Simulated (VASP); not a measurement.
Cs, 1 atom in the cell. It takes space group Fm-3m (No. 225, cubic). The conventional cell has a = 8.324 Å, b = 8.324 Å, c = 8.324 Å, α = 90.00°, β = 90.00°, γ = 90.00°. This isn't the form of Cs at room conditions, which is bcc.

| Quantity | Value |
| --- | --- |
| Program | VASP 6.6.1 |
| Task | single point |
| Functional | revPBE |
| Potentials or basis | VASP PAW PBE potentials, release 64 (Cs_sv) |
| Cutoff | 520 eV |
| k mesh | 8 × 8 × 8 |
| Occupations | fermi-dirac, width 0.1 eV |
| Spin | no spin polarisation |
| Dipole correction | no |
| Further INCAR settings | ALGO = Normal; EDIFF = 1e-07; NBANDS = 10 |

Potentials or basis: VASP PAW PBE potentials, release 64 (Cs_sv).

Launch:

```bash
$ cat potpaw_PBE.64/Cs_sv/POTCAR > POTCAR
$ mpirun -np 1 vasp_std > vasp.out
```

Hardware: 1 thread of Intel(R) Xeon(R) Platinum 8488C (Sapphire Rapids) (shared host).

**Question.** How long does it take, and how much memory?

**Answer.** It took 57 s on 1 thread of Intel(R) Xeon(R) Platinum 8488C (Sapphire Rapids), on a shared host, peak memory 0.3 GiB. Counts: scf iterations 12, k points 29.
